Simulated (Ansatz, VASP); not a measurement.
## BN in VASP and in Ansatz

The input INCAR:

```
PREC = Accurate ; ENCUT = 520
EDIFF = 1E-6 ; ISMEAR = 0
SIGMA = 0.05 ; LREAL = F
LASPH = T ; NELM = 60
ALGO = Normal ; ISIF = 2
LWAVE = F ; LCHARG = F
GGA = PE ; IVDW = 12
NBANDS = 16
```

The input KPOINTS:

```
regular mesh
0
Gamma
  12 12 4
```

File POSCAR:

```
BN
1.0
    2.5099983704      0.0000000000      0.0000000000
   -1.2549991852      2.1737223522      0.0000000000
    0.0000000000      0.0000000000      6.6900000000
B N
2 2
Direct
    0.0000000000      0.0000000000      0.5000000000
    0.3333333333      0.6666666667      0.0000000000
    0.0000000000      0.0000000000      0.0000000000
    0.6206626313      0.2413252626      0.5000000000
```

Input for Ansatz:

```yaml
crystal:
  lattice:
    - [2.5099983704, 0.0, 0.0]
    - [-1.2549991852, 2.1737223522, 0.0]
    - [0.0, 0.0, 6.69]
  atoms:
    - { symbol: B, position: [0.0, 0.0, 0.5] }
    - { symbol: B, position: [0.3333333333, 0.6666666667, 0.0] }
    - { symbol: "N", position: [0.0, 0.0, 0.0] }
    - { symbol: "N", position: [0.6206626313, 0.2413252626, 0.5] }
basis:
  ecutwfc: 420
kpoints:
  mp_grid: { grid: [12, 12, 4] }
hamiltonian:
  xc: pbe
  dispersion: d3bj
scf:
  occupations: { method: gaussian, width: 0.05 }
output:
  forces: true
  stress: true
  eigenvalues: true
```

Alike in both runs: task single point; functional PBE; dispersion D3(BJ); k mesh 12 × 12 × 4; occupations gaussian, width 0.05 eV; no spin polarisation.

```csv
,VASP,Ansatz
version,VASP 6.6.1,Ansatz 0.2.0
potentials or method,"VASP PAW PBE potentials, release 64 (B, N), cutoff 520 eV","scalar-relativistic, plane waves, PAW"
valence electrons in the cell,16,16
```

```tsv
	VASP	Ansatz	Ansatz less VASP
gap on the k mesh at the Fermi level (eV)	3.15	3.16	+0.005
least direct gap on the mesh (eV)	4.21	4.21	0.000
pressure (GPa)	4.7	4.7	+0.03
traceless stress, the component that is largest in VASP (GPa)	11.69	11.63	-0.061
rms of the force components (eV/Å)	2.284	2.291	+0.0071
```

Atom by atom the forces differ by 0.007 eV/Å (rms over components).
